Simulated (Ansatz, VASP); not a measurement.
# Rh in VASP and in Ansatz

```
CELL_PARAMETERS angstrom
2.85217 0.00000 0.00000
-1.42608 2.30114 0.00000
0.00000 0.00000 8.03160
ATOMIC_POSITIONS crystal
Rh 0.00000 0.00000 0.00000
Rh 0.33333 0.66667 0.25000
Rh 0.00000 0.00000 0.50000
Rh 0.66667 0.33333 0.75000
```

Change from the starting cell: strain +e along x and -e along y +0.0367, strain +e along z and -e/2 along x and y -0.0733.

Alike in both runs: task single point; functional LDA; k mesh 18 × 18 × 6; occupations gaussian, width 0.15 eV; no spin polarisation.

|  | VASP | Ansatz |
| --- | --- | --- |
| version | VASP 6.6.1 | Ansatz 0.2.0 |
| potentials or method | VASP PAW LDA potentials, release 64 (Rh_pv), cutoff 520 eV | scalar-relativistic, plane waves, PAW |
| valence electrons in the cell | 60 | 68 |

|  | VASP | Ansatz | Ansatz less VASP |
| --- | --- | --- | --- |
| gap on the k mesh at the Fermi level (eV) | none | none | - |
| pressure (GPa) | 8.3 | 7.4 | -0.92 |
| traceless stress, the component that is largest in VASP (GPa) | 24.22 | 24.11 | -0.111 |
| rms of the force components (eV/Å) | 0.142 | 0.140 | -0.0024 |

Ansatz warns that its potentials were made for another functional, while VASP's fit it. LDA's correlation is that of Perdew and Zunger in VASP and of Perdew and Wang (1992) in Ansatz. Atom by atom the forces differ by 0.002 eV/Å (rms over components). A gap of «none» marks a metal or a gap that the smearing closes. VASP's potentials hold 60 valence electrons a cell and Ansatz's 68, so a difference there can come from the potentials and not from the codes.
